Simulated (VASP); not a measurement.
Write the native input for VASP 6.6.1 that does the following.

- Task: single point
- Functional: r2SCAN
- Dispersion: D3(BJ)
- Potentials or basis: VASP PAW PBE potentials, release 64 (Ga_d, N)
- Cutoff: 520 eV
- k mesh: 10 × 10 × 5
- Occupations: fermi-dirac, width 0.05 eV
- Spin: no spin polarisation
- Dipole correction: no
- Further INCAR settings: ALGO = Normal; EDIFF = 1e-06; NBANDS = 26

Crystal: GaN.

```xyz
4
Lattice="3.1737 0.0000 0.0000 -1.5869 2.7485 0.0000 0.0000 0.0000 5.1688" Properties=species:S:1:pos:R:3 pbc="T T T"
Ga    1.5869    0.9162    2.5799
Ga    0.0000    1.8324   -0.0044
N     1.5869    0.9162    4.5271
N     0.0000    1.8324    1.9427
```

One way to write it, as run:

POSCAR

```
GaN
1.0
    3.1737287862      0.0000000000      0.0000000000
   -1.5868643931      2.7485297536      0.0000000000
    0.0000000000      0.0000000000      5.1687804671
Ga N
2 2
Direct
    0.6666666667      0.3333333333      0.4991403188
    0.3333333333      0.6666666667     -0.0008596812
    0.6666666667      0.3333333333      0.8758596812
    0.3333333333      0.6666666667      0.3758596812
```

INCAR.step1

```
ALGO     = Normal         # electronic algorithm
EDIFF    = 1E-4           # SCF threshold, eV
ENCUT    = 520            # plane-wave cutoff, eV
GGA      = PE             # functional
ISMEAR   = -1             # smearing method
LASPH    = T              # aspherical terms in the spheres
LCHARG   = F              # write CHGCAR
LREAL    = F              # projectors in reciprocal space
LWAVE    = T              # write WAVECAR
NBANDS   = 26             # bands
NELM     = 100            # most SCF steps
PREC     = Accurate       # precision mode
SIGMA    = 0.05           # smearing width, eV
```

INCAR.step2

```
ALGO     = Normal         # electronic algorithm
EDIFF    = 1E-6           # SCF threshold, eV
ENCUT    = 520            # plane-wave cutoff, eV
ISIF     = 2              # what is computed and relaxed
ISMEAR   = -1             # smearing method
ISTART   = 1            
IVDW     = 12             # dispersion correction
LASPH    = T              # aspherical terms in the spheres
LCHARG   = F              # write CHGCAR
LMIXTAU  = T            
LREAL    = F              # projectors in reciprocal space
LWAVE    = F              # write WAVECAR
METAGGA  = R2SCAN         # meta-GGA
NBANDS   = 26             # bands
NELM     = 100            # most SCF steps
PREC     = Accurate       # precision mode
SIGMA    = 0.05           # smearing width, eV
VDW_A1   = 0.49484001   
VDW_A2   = 5.73083694   
VDW_S6   = 1.0          
VDW_S8   = 0.78981345
```

KPOINTS

```
k-points
0
Gamma
  10 10 5
```

Potentials or basis: VASP PAW PBE potentials, release 64 (Ga_d, N).

The run is started by

```sh
$ cat potpaw_PBE.64/Ga_d/POTCAR potpaw_PBE.64/N/POTCAR > POTCAR
$ cp INCAR.step1 INCAR
$ mpirun -np 1 vasp_std > vasp.out
$ cp INCAR.step2 INCAR
$ mpirun -np 1 vasp_std > vasp.out
```

Results of the run:

| Quantity | Value |
| --- | --- |
| Pressure | 1.1 GPa |
| Largest force | 0.004 eV/Å |
| Band gap on the k mesh | 2.40 eV |
| Dispersion energy per atom | -0.122 eV |

Caveat: the PAW data sets were made with another functional, which shifts forces and pressure a little.

Run time: 78 s on 1 thread of Intel(R) Xeon(R) 6975P-C (Granite Rapids) (shared host), peak memory 0.19 GiB.
